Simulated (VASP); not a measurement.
# Al3Cu (P4/mmm) in VASP: notebook

The runs below take Al3Cu through single point, with PBEsol.

All numbers are computed with VASP 6.6.1; they aren't measurements. Logs are shortened: lines on timing, memory, paths and dates and some standing lists are left out, and cuts for length are marked.

### Step 1. The cell of the first run

The structure is tetragonal, space group P4/mmm (No. 123). Conventional cell: a = 2.752 Å, b = 2.752 Å, c = 7.649 Å, α = 90.00°, β = 90.00°, γ = 90.00°. Al (site symmetry 4/mmm) has 12 Al at 2.75 to 2.89 Å within 3.6 Å. Within 3.4 Å of Al (site symmetry 4mm) lie 4 Cu at 2.58 Å and 9 Al at 2.75 to 3.38 Å. Within 3.4 Å of Cu (site symmetry 4/mmm) lie 8 Al at 2.58 Å and 4 Cu at 2.75 Å.

### Step 2. Single point, PBEsol (biaxial strain in the a-b plane: -1.0 %)

File INCAR:

```
ALGO = Fast
EDIFF = 1E-6
ENCUT = 520
GGA = PS
ISIF = 2
ISMEAR = 0
LASPH = T
LCHARG = T
LELF = T
LREAL = F
LVHAR = T
LWAVE = F
NBANDS = 18
NELM = 80
PREC = Accurate
SIGMA = 0.1
```

File KPOINTS:

```
k-points
0
Gamma
  18 18 8
```

File POSCAR:

```
Al3Cu
1.0
    2.7518861802      0.0000000000      0.0000000000
    0.0000000000      2.7518861802      0.0000000000
    0.0000000000      0.0000000000      7.6485748538
Al Cu
3 1
Direct
    0.0000000000      0.0000000000      0.5000000000
    0.5000000000      0.5000000000      0.2206884218
    0.5000000000      0.5000000000      0.7793115782
    0.0000000000      0.0000000000      0.0000000000
```

Potentials or basis: VASP PAW PBE potentials, release 64 (Al, Cu).

The run is started by

```
$ cat potpaw_PBE.64/Al/POTCAR potpaw_PBE.64/Cu/POTCAR > POTCAR
$ mpirun -np 1 vasp_std > vasp.out
```

OUTCAR:

```text
EDIFF = 1E-6
   ENCUT = 520
   GGA = PS
   ISIF = 2
   ISMEAR = 0
   LASPH = T
   LREAL = F
   NELM = 80
   PREC = Accurate

 ion  position               nearest neighbor table
   1  0.000  0.000  0.500-   2 2.89   3 2.89   2 2.89   3 2.89   2 2.89   3 2.89   2 2.89   3 2.89

   2  0.500  0.500  0.221-   4 2.58   4 2.58   4 2.58   4 2.58   1 2.89   1 2.89   1 2.89   1 2.89

   3  0.500  0.500  0.779-   4 2.58   4 2.58   4 2.58   4 2.58   1 2.89   1 2.89   1 2.89   1 2.89

   4  0.000  0.000  0.000-   2 2.58   3 2.58   2 2.58   3 2.58   2 2.58   3 2.58   2 2.58   3 2.58

  LATTYP: Found a simple tetragonal cell.
 ALAT       =     2.7518861802
 C/A-ratio  =     2.7793936060

  Lattice vectors:

 A1 = (   2.7518861802,   0.0000000000,   0.0000000000)
 A2 = (   0.0000000000,   2.7518861802,   0.0000000000)
 A3 = (   0.0000000000,   0.0000000000,   7.6485748538)

Analysis of symmetry for initial positions (statically):
=====================================================================
 Subroutine PRICEL returns:
 Original cell was already a primitive cell.

 Routine SETGRP: Setting up the symmetry group for a
 simple tetragonal supercell.

 Subroutine GETGRP returns: Found 16 space group operations
 (whereof 16 operations were pure point group operations)
 out of a pool of 16 trial point group operations.

The static configuration has the point symmetry D_4h.

Analysis of symmetry for dynamics (positions and initial velocities):
=====================================================================
 Subroutine PRICEL returns:
 Original cell was already a primitive cell.

 Routine SETGRP: Setting up the symmetry group for a
 simple tetragonal supercell.

 Subroutine GETGRP returns: Found 16 space group operations
 (whereof 16 operations were pure point group operations)
 out of a pool of 16 trial point group operations.

The dynamic configuration has the point symmetry D_4h.

 Subroutine INISYM returns: Found 16 space group operations
 (whereof 16 operations are pure point group operations),
 and found     1 'primitive' translations

----------------------------------------------------------------------------------------

                                     Primitive cell

  volume of cell :      57.9217

  direct lattice vectors                    reciprocal lattice vectors
     2.751886180  0.000000000  0.000000000     0.363387122  0.000000000  0.000000000
     0.000000000  2.751886180  0.000000000     0.000000000  0.363387122  0.000000000
     0.000000000  0.000000000  7.648574854     0.000000000  0.000000000  0.130743311

  length of vectors
     2.751886180  2.751886180  7.648574854     0.363387122  0.363387122  0.130743311

  position of ions in fractional coordinates (direct lattice)
     0.000000000  0.000000000  0.500000000
     0.500000000  0.500000000  0.220688422
     0.500000000  0.500000000  0.779311578
     0.000000000  0.000000000  0.000000000

  ion indices of the primitive-cell ions
   primitive index   ion index
                 1           1
                 2           2
                 3           3
                 4           4

----------------------------------------------------------------------------------------

 KPOINTS: k-points

Automatic generation of k-mesh.
 Grid dimensions read from file:
 generate k-points for:   18   18    8

 Generating k-lattice:

  Cartesian coordinates                     Fractional coordinates (reciprocal lattice)
     0.020188173  0.000000000  0.000000000     0.055555556  0.000000000  0.000000000
     0.000000000  0.020188173  0.000000000     0.000000000  0.055555556  0.000000000
     0.000000000  0.000000000  0.016342914     0.000000000  0.000000000  0.125000000

  Length of vectors
     0.020188173  0.020188173  0.016342914

  Shift w.r.t. Gamma in fractional coordinates (k-lattice)
     0.000000000  0.000000000  0.000000000

 Subroutine IBZKPT returns following result:
 ===========================================

 Found    275 irreducible k-points:

 Following reciprocal coordinates:
            Coordinates               Weight
  0.000000  0.000000  0.000000      1.000000
  0.055556  0.000000  0.000000      4.000000
  0.111111  0.000000  0.000000      4.000000
  0.166667  0.000000  0.000000      4.000000
  0.222222  0.000000  0.000000      4.000000
  0.277778  0.000000  0.000000      4.000000
[... 16 lines left out ...]
  0.277778  0.111111  0.000000      8.000000
  0.333333  0.111111  0.000000      8.000000
 [... further k-points ...]
   k-points           NKPTS =    275   k-points in BZ     NKDIM =    275   number of bands    NBANDS=     18
   number of dos      NEDOS =    301   number of ions     NIONS =      4
   total plane-waves  NPLWV =  24000
   dimension x,y,z NGX =    20 NGY =   20 NGZ =   60
   dimension x,y,z NGXF=    40 NGYF=   40 NGZF=  120
   ions per type =               3   1
   NGX,Y,Z   is equivalent  to a cutoff of  12.08, 12.08, 13.04 a.u.
   NGXF,Y,Z  is equivalent  to a cutoff of  24.16, 24.16, 26.08 a.u.
 SYSTEM =  unknown system
   PREC   = accura    normal or accurate (medium, high low for compatibility)
   ISTART =      0    job   : 0-new  1-cont  2-samecut
   ICHARG =      2    charge: 1-file 2-atom 10-const
   ISPIN  =      1    spin polarized calculation?
   LNONCOLLINEAR =      F non collinear calculations
   LSORBIT =      F    spin-orbit coupling
   LASPH  =      T    aspherical Exc in radial PAW
   ENCUT  =  520.0 eV  38.22 Ry    6.18 a.u.   5.12  5.12 14.22*2*pi/ulx,y,z
   NELM   =     80;   NELMIN=  2; NELMDL= -5     # of ELM steps
   EDIFF  = 0.1E-05   stopping-criterion for ELM
   LREAL  =      F    real-space projection
   EDIFFG = 0.1E-04   stopping-criterion for IOM
   NSW    =      0    number of steps for IOM
   IBRION =     -1    ionic relax: 0-MD 1-quasi-New 2-CG
   NFREE  =      0    steps in history (QN), initial steepest desc. (CG)
   ISIF   =      2    stress and relaxation
   ISYM   =      2    0-nonsym 1-usesym 2-fastsym
   POTIM  = 0.5000    time-step for ionic-motion
   TEBEG  =    0.0;   TEEND  =   0.0 temperature during run
   PSTRESS=    0.0 pullay stress
   NELECT =      20.0000    total number of electrons
   NUPDOWN=      -1.0000    fix difference up-down
   EMIN   =  10.00;   EMAX   =-10.00  energy-range for DOS
   EFERMI =   0.00;   METHOD = LEGACY
   ISMEAR =     0;   SIGMA  =   0.10  broadening in eV -4-tet -1-fermi 0-gaus
   EFERMI_NEDOS =   21; number of points for ismear=-14 and -15
   IALGO  =     68    algorithm
   IMIX   =      4    mixing-type and parameters
     AMIX     =   0.40;   BMIX     =  1.00
     AMIX_MAG =   1.60;   BMIX_MAG =  1.00
  volume/ion in A,a.u.               =      14.48        97.72
  Fermi-wavevector in a.u.,A,eV,Ry     =   1.148518  2.170384 17.947347  1.319093
  Thomas-Fermi vector in A             =   2.285192
   LORBIT       =      0    0 simple, 1 ext, 2 COOP (PROOUT), +10 PAW based schemes
   GGA     = PS    functional components
   LHFCALC =     F    Hartree Fock is set to
   AEXX    =    0.0000 exact exchange contribution
   IVDW    =     0    specifies the selected vdW correction
   LEPSILON=     F    determine dielectric tensor
   LRPA    =     F    only Hartree local field effects (RPA)
 non-spin polarized calculation
 RMM-DIIS sequential band-by-band and
 Gauss-broadening in eV      SIGMA  =   0.10
  energy-cutoff  :      520.00
  volume of cell :       57.92
 maximum number of plane-waves:      1598
   NGX = 11   NGY = 11   NGZ = 29

 number of electron      19.9999980 magnetization

 Free energy of the ion-electron system (eV)
  ---------------------------------------------------
  ext. energy  EPLUGINS =         0.00000000
  ---------------------------------------------------
  free energy    TOTEN  =       -16.96806130 eV

  energy without entropy =      -16.96350255  energy(sigma->0) =      -16.96578192

 E-fermi :   8.5809     XC(G=0): -11.0010

 val. band max:        8.5763017569   @ k =   0.3333   0.0000   0.1250
 cond. band min:       8.5902985471   @ k =   0.5000   0.0000   0.5000
 fundamental gap:      0.0139967902
 Fermi energy:         8.5808535827

 k-point     1 :       0.0000    0.0000    0.0000
  band No.  band energies     occupation
      1      -2.7491      2.00000
      2      -0.3739      2.00000
      3      -0.0863      2.00000
      4       3.9336      2.00000
      5       3.9890      2.00000
      6       4.8575      2.00000
[... 10 lines left out ...]
     17      17.9486      0.00000
     18      18.4288      0.00000

 k-point     2 :       0.0556    0.0000    0.0000
  band No.  band energies     occupation
      1      -2.6881      2.00000
      2      -0.3189      2.00000
      3      -0.0252      2.00000
      4       3.9452      2.00000
      5       4.0077      2.00000
      6       4.8140      2.00000
[... 10 lines left out ...]
     17      18.0146      0.00000
     18      18.2002      0.00000

 k-point     3 :       0.1111    0.0000    0.0000
  band No.  band energies     occupation
      1      -2.5054      2.00000
      2      -0.1548      2.00000
      3       0.1574      2.00000
      4       3.9757      2.00000
      5       4.0630      2.00000
      6       4.7049      2.00000
[... 10 lines left out ...]
     17      18.2111      0.00000
     18      18.4821      0.00000

 k-point     4 :       0.1667    0.0000    0.0000
  band No.  band energies     occupation
      1      -2.2021      2.00000
      2       0.1162      2.00000
      3       0.4599      2.00000
      4       4.0180      2.00000
      5       4.1470      2.00000
      6       4.5679      2.00000
[... 10 lines left out ...]
     17      18.5360      0.00000
     18      18.6397      0.00000

 k-point     5 :       0.2222    0.0000    0.0000
  band No.  band energies     occupation
      1      -1.7799      2.00000
      2       0.4889      2.00000
      3       0.8787      2.00000
      4       4.0645      2.00000
      5       4.2405      2.00000
      6       4.4304      2.00000
[... 10 lines left out ...]
     17      18.5951      0.00000
     18      18.6069      0.00000

 k-point     6 :       0.2778    0.0000    0.0000
  band No.  band energies     occupation
      1      -1.2414      2.00000
      2       0.9541      2.00000
      3       1.4079      2.00000
      4       4.0986      2.00000
      5       4.3085      2.00000
      6       4.3139      2.00000
[... 10 lines left out ...]
     17      18.5982      0.00000
     18      19.0359      0.00000

 k-point     7 :       0.3333    0.0000    0.0000
  band No.  band energies     occupation
      1      -0.5907      2.00000
      2       1.4926      2.00000
      3       2.0355      2.00000
      4       4.0578      2.00000
      5       4.2129      2.00000
      6       4.3353      2.00000
[... 10 lines left out ...]
     17      19.1577      0.00000
     18      19.5547      0.00000

 k-point     8 :       0.3889    0.0000    0.0000
  band No.  band energies     occupation
      1       0.1661      2.00000
      2       2.0613      2.00000
      3       2.7312      2.00000
      4       3.7148      2.00000
      5       4.1545      2.00000
      6       4.3378      2.00000
[... 10 lines left out ...]
     17      19.7694      0.00000
     18      20.1785      0.00000
[... 229 lines left out ...]
     17      18.6517      0.00000
     18      20.6089      0.00000

 k-point    20 :       0.1111    0.1111    0.0000
  band No.  band energies     occupation
      1      -2.2626      2.00000
      2       0.0626      2.00000
      3       0.3997      2.00000
      4       4.0315      2.00000
      5       4.1241      2.00000
      6       4.7128      2.00000
[... 10 lines left out ...]
     17      19.0861      0.00000
     18      19.7089      0.00000

 k-point    21 :       0.1667    0.1111    0.0000
  band No.  band energies     occupation
      1      -1.9604      2.00000
      2       0.3311      2.00000
      3       0.7001      2.00000
      4       4.0858      2.00000
      5       4.1972      2.00000
      6       4.5995      2.00000
[... 10 lines left out ...]
     17      19.1815      0.00000
     18      19.9798      0.00000

 k-point    22 :       0.2222    0.1111    0.0000
  band No.  band energies     occupation
      1      -1.5399      2.00000
      2       0.6997      2.00000
      3       1.1154      2.00000
      4       4.1434      2.00000
      5       4.2804      2.00000
      6       4.4664      2.00000
[... 10 lines left out ...]
     17      18.1900      0.00000
     18      19.2390      0.00000

 k-point    23 :       0.2778    0.1111    0.0000
  band No.  band energies     occupation
      1      -1.0039      2.00000
      2       1.1581      2.00000
      3       1.6386      2.00000
      4       4.1838      2.00000
      5       4.3437      2.00000
      6       4.3449      2.00000
[... 10 lines left out ...]
     17      16.9018      0.00000
     18      18.1918      0.00000

 k-point    24 :       0.3333    0.1111    0.0000
  band No.  band energies     occupation
      1      -0.3564      2.00000
      2       1.6849      2.00000
      3       2.2561      2.00000
      4       4.1255      2.00000
      5       4.2471      2.00000
      6       4.3794      2.00000
[... 10 lines left out ...]
     17      16.7008      0.00000
     18      17.9070      0.00000

 [... further k-points ...]
[... 5 lines left out ...]
  --------------------------------------------------------------------------------------
  -------------------------------------------------------------------------------------
  Total        1.0534571      1.0534571     -0.1142743      0.0000000      0.0000000     -0.0000000
  in kB       29.1397608     29.1397608     -3.1609498      0.0000000      0.0000000     -0.0000000
  external PRESSURE =      18.3728572 kB  Pullay stress =       0.0000000 kB

 VOLUME and BASIS-vectors are now :
 -----------------------------------------------------------------------------
  energy-cutoff  :      520.00
  volume of cell :       57.92
      direct lattice vectors                 reciprocal lattice vectors
     2.751886180  0.000000000  0.000000000     0.363387122  0.000000000  0.000000000
     0.000000000  2.751886180  0.000000000     0.000000000  0.363387122  0.000000000
     0.000000000  0.000000000  7.648574854     0.000000000  0.000000000  0.130743311

 POSITION                                       TOTAL-FORCE (eV/Angst)
 -----------------------------------------------------------------------------------
      0.00000      0.00000      3.82429        -0.000000      0.000000      0.000000
      1.37594      1.37594      1.68795         0.000000      0.000000      0.121860
      1.37594      1.37594      5.96062        -0.000000     -0.000000     -0.121860
      0.00000      0.00000      0.00000        -0.000000      0.000000      0.000000
 -----------------------------------------------------------------------------------
    total drift:                               -0.000000      0.000000     -0.000000

  FREE ENERGIE OF THE ION-ELECTRON SYSTEM (eV)
  ---------------------------------------------------
  free  energy   TOTEN  =       -16.9680613018 eV

  energy  without entropy=      -16.9635025453  energy(sigma->0) =      -16.96578192
```

Run time: 3.8 min. Hardware: 1 thread of AMD EPYC 9R45 (Zen 5), shared host; peak memory 0.34 GiB.

Results:

* Free energy: -16.9681 eV
* Pressure: 1.8 GPa
* Largest force: 0.122 eV/Å
* Band gap on the k mesh: zero (bands 10 and 11 overlap by 5.77 eV)

Forces in eV/Å, atoms in the order of the input:
```
Al   0.000  0.000  0.000
Al   0.000  0.000  0.122
Al   0.000  0.000 -0.122
Cu   0.000  0.000  0.000
```

Stress tensor (GPa, compression positive):
```
 2.91  0.00  0.00
 0.00  2.91  0.00
 0.00  0.00 -0.32
```

Levels at points of the mesh, in eV from the Fermi level:
```tsv
k point	band 8	band 9	band 10	band 11	band 12	band 13
(0.00, 0.00, 0.00)	-3.31	-2.05	0.24	6.52	6.91	6.91
(0.50, 0.00, 0.00)	-3.77	-3.62	-2.43	-1.92	2.49	3.77
(0.50, 0.50, 0.00)	-0.35	-0.27	0.13	0.13	0.52	0.52
(0.00, 0.00, 0.50)	-3.68	-3.31	3.72	5.27	6.51	7.50
(0.50, 0.00, 0.50)	-3.62	-2.68	-1.16	-1.09	0.01	0.70
(0.50, 0.50, 0.50)	-1.59	-1.59	-0.43	-0.39	0.68	1.75
```

Caveat: the cell differs from its parent crystal (biaxial strain in the a-b plane: -1.0 %); the PAW data sets were made with another functional, which shifts forces and pressure a little.

(Part 1 of 2 ends here.)
